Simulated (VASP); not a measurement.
# BAs (I-4m2) in VASP: notebook

Runs on BAs. Level: r2SCAN. Tasks: single point.

All numbers are computed with VASP 6.6.1; they aren't measurements. Logs are shortened: lines on timing, memory, paths and dates and some standing lists are left out, and cuts for length are marked.

**1. The cell of the first run**

The structure is tetragonal, space group I-4m2 (No. 119). Conventional cell: a = 3.648 Å, b = 3.648 Å, c = 4.395 Å, α = 90.00°, β = 90.00°, γ = 90.00°. Within 2.8 Å of B (site symmetry -4m2) lie 4 As at 2.13 Å. As (site symmetry -4m2) has 4 B at 2.13 Å within 2.8 Å.

**2. Single point, r2SCAN (strain +0.080 along x and y, -0.080 along z)**

POSCAR reads:

```
BAs
1.0
    0.0000000000      2.5795800000      2.1974200000
    2.5795800000      0.0000000000      2.1974200000
    2.5795800000      2.5795800000      0.0000000000
B As
1 1
Direct
    0.0000000000      0.0000000000      0.0000000000
    0.7500000000      0.7500000000      0.7500000000
```

INCAR.step1 reads:

```
PREC = Accurate
ENCUT = 520
ISMEAR = 0
SIGMA = 0.05
LREAL = False
LASPH = True
NELM = 100
NBANDS = 11
GGA = PE
ALGO = Normal
EDIFF = 1E-4
LWAVE = True
LCHARG = False
```

INCAR.step2 reads:

```
PREC = Accurate
ENCUT = 520
EDIFF = 1E-7
ISMEAR = 0
SIGMA = 0.05
LREAL = False
LASPH = True
NELM = 100
ALGO = Normal
ISIF = 2
LWAVE = False
LCHARG = True
METAGGA = R2SCAN
LMIXTAU = True
LELF = True
LVHAR = True
NBANDS = 11
ISTART = 1
```

KPOINTS reads:

```
Automatic mesh
0
Gamma
  10 10 10
```

Potentials or basis: VASP PAW PBE potentials, release 64 (B, As).

The run is started by

```console
> cat potpaw_PBE.64/B/POTCAR potpaw_PBE.64/As/POTCAR > POTCAR
> cp INCAR.step1 INCAR
> mpirun -np 1 vasp_std > vasp.out
> cp INCAR.step2 INCAR
> mpirun -np 1 vasp_std > vasp.out
```

OUTCAR:

```text
PREC = Accurate
   ENCUT = 520
   EDIFF = 1E-7
   ISMEAR = 0
   LREAL = False
   LASPH = True
   NELM = 100
   ISIF = 2
   METAGGA = R2SCAN
   ISTART = 1

 ion  position               nearest neighbor table
   1  0.000  0.000  0.000-   2 2.13   2 2.13   2 2.13   2 2.13
   2  0.750  0.750  0.750-   1 2.13   1 2.13   1 2.13   1 2.13

  LATTYP: Found a body centered tetragonal cell.
 ALAT       =     3.6480770212
 C/A-ratio  =     1.2047004420

  Lattice vectors:

 A1 = (   0.0000000000,  -2.5795800000,  -2.1974200000)
 A2 = (   0.0000000000,   2.5795800000,  -2.1974200000)
 A3 = (   2.5795800000,   0.0000000000,   2.1974200000)

Analysis of symmetry for initial positions (statically):
=====================================================================
 Subroutine PRICEL returns:
 Original cell was already a primitive cell.

 Routine SETGRP: Setting up the symmetry group for a
 body centered tetragonal supercell.

 Subroutine GETGRP returns: Found  8 space group operations
 (whereof  8 operations were pure point group operations)
 out of a pool of 16 trial point group operations.

The static configuration has the point symmetry D_2d.

Analysis of symmetry for dynamics (positions and initial velocities):
=====================================================================
 Subroutine PRICEL returns:
 Original cell was already a primitive cell.

 Routine SETGRP: Setting up the symmetry group for a
 body centered tetragonal supercell.

 Subroutine GETGRP returns: Found  8 space group operations
 (whereof  8 operations were pure point group operations)
 out of a pool of 16 trial point group operations.

The dynamic configuration has the point symmetry D_2d.

 Subroutine INISYM returns: Found  8 space group operations
 (whereof  8 operations are pure point group operations),
 and found     1 'primitive' translations

----------------------------------------------------------------------------------------

                                     Primitive cell

  volume of cell :      29.2443

  direct lattice vectors                    reciprocal lattice vectors
     0.000000000  2.579580000  2.197420000    -0.193830003  0.193830003  0.227539569
     2.579580000  0.000000000  2.197420000     0.193830003 -0.193830003  0.227539569
     2.579580000  2.579580000  0.000000000     0.193830003  0.193830003 -0.227539569

  length of vectors
     3.388640971  3.388640971  3.648077021     0.356250468  0.356250468  0.356250468

  position of ions in fractional coordinates (direct lattice)
     0.000000000  0.000000000  0.000000000
     0.750000000  0.750000000  0.750000000

  ion indices of the primitive-cell ions
   primitive index   ion index
                 1           1
                 2           2

----------------------------------------------------------------------------------------

 KPOINTS: Automatic mesh

Automatic generation of k-mesh.
 Grid dimensions read from file:
 generate k-points for:   10   10   10

 Generating k-lattice:

  Cartesian coordinates                     Fractional coordinates (reciprocal lattice)
    -0.019383000  0.019383000  0.022753957     0.100000000  0.000000000  0.000000000
     0.019383000 -0.019383000  0.022753957     0.000000000  0.100000000  0.000000000
     0.019383000  0.019383000 -0.022753957     0.000000000  0.000000000  0.100000000

  Length of vectors
     0.035625047  0.035625047  0.035625047

  Shift w.r.t. Gamma in fractional coordinates (k-lattice)
     0.000000000  0.000000000  0.000000000

 Subroutine IBZKPT returns following result:
 ===========================================

 Found    102 irreducible k-points:

 Following reciprocal coordinates:
            Coordinates               Weight
  0.000000  0.000000  0.000000      1.000000
  0.100000 -0.000000  0.000000      8.000000
  0.200000 -0.000000  0.000000      8.000000
  0.300000  0.000000  0.000000      8.000000
  0.400000 -0.000000  0.000000      8.000000
  0.500000 -0.000000  0.000000      4.000000
[... 16 lines left out ...]
  0.300000  0.300000  0.000000      2.000000
  0.400000  0.300000  0.000000      8.000000
 [... further k-points ...]
   k-points           NKPTS =    102   k-points in BZ     NKDIM =    102   number of bands    NBANDS=     11
   number of dos      NEDOS =    301   number of ions     NIONS =      2
   total plane-waves  NPLWV =  21952
   dimension x,y,z NGX =    28 NGY =   28 NGZ =   28
   dimension x,y,z NGXF=    56 NGYF=   56 NGZF=   56
   ions per type =               1   1
   NGX,Y,Z   is equivalent  to a cutoff of  13.74, 13.74, 12.76 a.u.
   NGXF,Y,Z  is equivalent  to a cutoff of  27.47, 27.47, 25.52 a.u.
 SYSTEM =  unknown system
   PREC   = accura    normal or accurate (medium, high low for compatibility)
   ISTART =      1    job   : 0-new  1-cont  2-samecut
   ICHARG =      0    charge: 1-file 2-atom 10-const
   ISPIN  =      1    spin polarized calculation?
   LNONCOLLINEAR =      F non collinear calculations
   LSORBIT =      F    spin-orbit coupling
   LASPH  =      T    aspherical Exc in radial PAW
   ENCUT  =  520.0 eV  38.22 Ry    6.18 a.u.   6.30  6.30  6.78*2*pi/ulx,y,z
   NELM   =    100;   NELMIN=  2; NELMDL=  0     # of ELM steps
   EDIFF  = 0.1E-06   stopping-criterion for ELM
   LREAL  =      F    real-space projection
   EDIFFG = 0.1E-05   stopping-criterion for IOM
   NSW    =      0    number of steps for IOM
   IBRION =     -1    ionic relax: 0-MD 1-quasi-New 2-CG
   NFREE  =      0    steps in history (QN), initial steepest desc. (CG)
   ISIF   =      2    stress and relaxation
   ISYM   =      2    0-nonsym 1-usesym 2-fastsym
   POTIM  = 0.5000    time-step for ionic-motion
   TEBEG  =    0.0;   TEEND  =   0.0 temperature during run
   PSTRESS=    0.0 pullay stress
   NELECT =       8.0000    total number of electrons
   NUPDOWN=      -1.0000    fix difference up-down
   EMIN   =  10.00;   EMAX   =-10.00  energy-range for DOS
   EFERMI =   0.00;   METHOD = LEGACY
   ISMEAR =     0;   SIGMA  =   0.05  broadening in eV -4-tet -1-fermi 0-gaus
   EFERMI_NEDOS =   21; number of points for ismear=-14 and -15
   IALGO  =     38    algorithm
   IMIX   =      4    mixing-type and parameters
     AMIX     =   0.40;   BMIX     =  1.00
     AMIX_MAG =   1.60;   BMIX_MAG =  1.00
  volume/ion in A,a.u.               =      14.62        98.68
  Fermi-wavevector in a.u.,A,eV,Ry     =   1.062734  2.008276 15.366461  1.129403
  Thomas-Fermi vector in A             =   2.198195
   LORBIT       =      0    0 simple, 1 ext, 2 COOP (PROOUT), +10 PAW based schemes
   METAGGA = R2SCAN    functional components
   LHFCALC =     F    Hartree Fock is set to
   AEXX    =    0.0000 exact exchange contribution
   IVDW    =     0    specifies the selected vdW correction
   LEPSILON=     F    determine dielectric tensor
   LRPA    =     F    only Hartree local field effects (RPA)
 non-spin polarized calculation
 Gauss-broadening in eV      SIGMA  =   0.05
  energy-cutoff  :      520.00
  volume of cell :       29.24
 maximum number of plane-waves:       800
 NGX is ok and might be reduce to    28
   NGX = 13   NGY = 13   NGZ = 13

 number of electron       7.9999999 magnetization

 Free energy of the ion-electron system (eV)
  ---------------------------------------------------
  ext. energy  EPLUGINS =         0.00000000
  ---------------------------------------------------
  free energy    TOTEN  =       -21.93379408 eV

  energy without entropy =      -21.93356763  energy(sigma->0) =      -21.93368085

 E-fermi :   5.6249     XC(G=0): -10.8394

 val. band max:        5.5986326466   @ k =   0.1000  -0.0000   0.0000
 cond. band min:       5.6324335732   @ k =   0.3000   0.3000   0.0000
 fundamental gap:      0.0338009266
 Fermi energy:         5.6248865001

 k-point     1 :       0.0000    0.0000    0.0000
  band No.  band energies     occupation
      1     -10.2116      2.00000
      2       4.8287      2.00000
      3       4.8287      2.00000
      4       6.1624      0.00000
      5       8.0573      0.00000
      6       9.1843      0.00000
      7       9.1843      0.00000
      8       9.2497      0.00000
      9      15.4396      0.00000
     10      16.4527      0.00000
     11      18.7956      0.00000

 k-point     2 :       0.1000   -0.0000    0.0000
  band No.  band energies     occupation
      1     -10.0479      2.00000
      2       3.7355      2.00000
      3       4.5041      2.00000
      4       5.5986      1.54226
      5       8.1470      0.00000
      6       9.2570      0.00000
      7       9.4911      0.00000
      8      10.5244      0.00000
      9      16.0249      0.00000
     10      16.0332      0.00000
     11      17.4696      0.00000

 k-point     3 :       0.2000   -0.0000    0.0000
  band No.  band energies     occupation
      1      -9.5660      2.00000
      2       1.5004      2.00000
      3       3.8433      2.00000
      4       5.0288      2.00000
      5       7.8945      0.00000
      6       9.8861      0.00000
      7       9.9116      0.00000
      8      12.4755      0.00000
      9      16.1084      0.00000
     10      16.2133      0.00000
     11      18.0207      0.00000

 k-point     4 :       0.3000    0.0000    0.0000
  band No.  band energies     occupation
      1      -8.8065      2.00000
      2      -0.7403      2.00000
      3       3.2256      2.00000
      4       4.6038      2.00000
      5       7.4781      0.00000
      6       9.9388      0.00000
      7      10.7161      0.00000
      8      14.1155      0.00000
      9      16.1885      0.00000
     10      17.3758      0.00000
     11      18.9681      0.00000
[... 239 lines left out ...]
 k-point    22 :      -0.2000    0.2000    0.0000
  band No.  band energies     occupation
      1      -8.6911      2.00000
      2       0.0611      2.00000
      3       2.1505      2.00000
      4       3.1255      2.00000
      5       8.1223      0.00000
      6      10.8560      0.00000
      7      12.2640      0.00000
      8      12.5537      0.00000
      9      15.1631      0.00000
     10      17.0000      0.00000
     11      18.7153      0.00000

 k-point    23 :       0.3000    0.3000    0.0000
  band No.  band energies     occupation
      1      -7.9397      2.00000
      2       0.6614      2.00000
      3       1.4335      2.00000
      4       1.4335      2.00000
      5       5.6324      0.83097
      6       9.1884      0.00000
      7      13.6929      0.00000
      8      13.6930      0.00000
      9      17.3288      0.00000
     10      19.1667      0.00000
     11      21.6622      0.00000

 k-point    24 :       0.4000    0.3000    0.0000
  band No.  band energies     occupation
      1      -7.1377      2.00000
      2      -0.8901      2.00000
      3       1.0640      2.00000
      4       1.1620      2.00000
      5       5.8893      0.00000
      6       8.4129      0.00000
      7      14.1881      0.00000
      8      14.1960      0.00000
      9      18.2519      0.00000
     10      20.5901      0.00000
     11      21.9979      0.00000

 [... further k-points ...]
[... 5 lines left out ...]
  --------------------------------------------------------------------------------------
  -------------------------------------------------------------------------------------
  Total       -3.0289746     -3.0289746      1.5964181      0.0000000     -0.0000000      0.0000000
  in kB     -165.9453685   -165.9453685     87.4613444      0.0000000     -0.0000000      0.0000000
  external PRESSURE =     -81.4764642 kB  Pullay stress =       0.0000000 kB

 VOLUME and BASIS-vectors are now :
 -----------------------------------------------------------------------------
  energy-cutoff  :      520.00
  volume of cell :       29.24
      direct lattice vectors                 reciprocal lattice vectors
     0.000000000  2.579580000  2.197420000    -0.193830003  0.193830003  0.227539569
     2.579580000  0.000000000  2.197420000     0.193830003 -0.193830003  0.227539569
     2.579580000  2.579580000  0.000000000     0.193830003  0.193830003 -0.227539569

 POSITION                                       TOTAL-FORCE (eV/Angst)
 -----------------------------------------------------------------------------------
      0.00000      0.00000      0.00000         0.000000      0.000000     -0.000000
      3.86937      3.86937      3.29613        -0.000000     -0.000000      0.000000
 -----------------------------------------------------------------------------------
    total drift:                               -0.000000     -0.000000      0.000000

  FREE ENERGIE OF THE ION-ELECTRON SYSTEM (eV)
  ---------------------------------------------------
  free  energy   TOTEN  =       -21.9337940760 eV

  energy  without entropy=      -21.9335676318  energy(sigma->0) =      -21.93368085
```

Run time: 2.7 min. Hardware: 1 thread of Intel Xeon Platinum 8259CL at 2.50GHz (Skylake/Cascade Lake), shared host; peak memory 0.18 GiB.

What came out:

```
Free energy            : -21.9338 eV
Pressure               : -8.1 GPa
Band gap on the k mesh : zero (band 4 reaches 6.16 eV, above the bottom of band 5 at 5.39 eV)
```

Caveat: the cell differs from its parent crystal (strain +0.080 along x and y, -0.080 along z); the PAW data sets were made with another functional, which shifts forces and pressure a little.

**3. Single point, r2SCAN (strain +0.040 along x and y, +0.000 along z)**

POSCAR reads:

```
BAs
1.0
    0.0000000000      2.4840400000      2.3885000000
    2.4840400000      0.0000000000      2.3885000000
    2.4840400000      2.4840400000      0.0000000000
B As
1 1
Direct
    0.0000000000      0.0000000000      0.0000000000
    0.7500000000      0.7500000000      0.7500000000
```

INCAR.step1 reads:

```
PREC = Accurate ; ENCUT = 520
ISMEAR = 0 ; SIGMA = 0.05
LREAL = False ; LASPH = True
NELM = 60 ; NBANDS = 11
GGA = PE ; ALGO = Normal
EDIFF = 1E-4 ; LWAVE = True
LCHARG = False
```

INCAR.step2 reads:

```
PREC = Accurate ; ENCUT = 520
EDIFF = 1E-7 ; ISMEAR = 0
SIGMA = 0.05 ; LREAL = False
LASPH = True ; NELM = 60
ALGO = Normal ; ISIF = 2
LWAVE = False ; LCHARG = False
METAGGA = R2SCAN ; LMIXTAU = True
NBANDS = 11 ; ISTART = 1
```

KPOINTS is that of step 2.

Potentials or basis: VASP PAW PBE potentials, release 64 (B, As).

The run is started by

```console
> cat potpaw_PBE.64/B/POTCAR potpaw_PBE.64/As/POTCAR > POTCAR
> cp INCAR.step1 INCAR
> mpirun -np 1 vasp_std > vasp.out
> cp INCAR.step2 INCAR
> mpirun -np 1 vasp_std > vasp.out
```

It took 2.6 min on 1 thread of Intel Xeon Platinum 8259CL at 2.50GHz (Skylake/Cascade Lake), shared host; peak memory 0.19 GiB.

Results (log left out):

| Quantity | Value |
| --- | --- |
| Free energy | -22.1773 eV |
| Pressure | -8.9 GPa |
| Band gap on the k mesh | 0.87 eV, indirect (least direct gap 2.94 eV) |

Stress tensor (GPa, compression positive):
```
-11.41   0.00   0.00
  0.00 -11.41   0.00
  0.00   0.00  -3.76
```

Levels at points of the mesh, in eV from the valence-band top:
```tsv
k point	band 1	band 2	band 3	band 4	band 5	band 6	band 7	band 8	band 9
(0.00, 0.00, 0.00)	-15.68	-0.37	-0.37	0.00	2.94	3.22	3.22	3.86	9.73
(0.50, 0.00, 0.00)	-12.94	-8.91	-2.26	-1.82	2.20	4.58	4.94	9.16	12.73
(0.50, 0.50, 0.00)	-11.45	-8.66	-4.45	-4.45	1.16	1.20	11.17	11.17	13.13
(0.50, 0.00, 0.50)	-11.73	-8.96	-4.12	-4.06	1.62	1.68	10.83	11.31	12.72
```

Caveat: the cell differs from its parent crystal (strain +0.040 along x and y, +0.000 along z); the PAW data sets were made with another functional, which shifts forces and pressure a little.
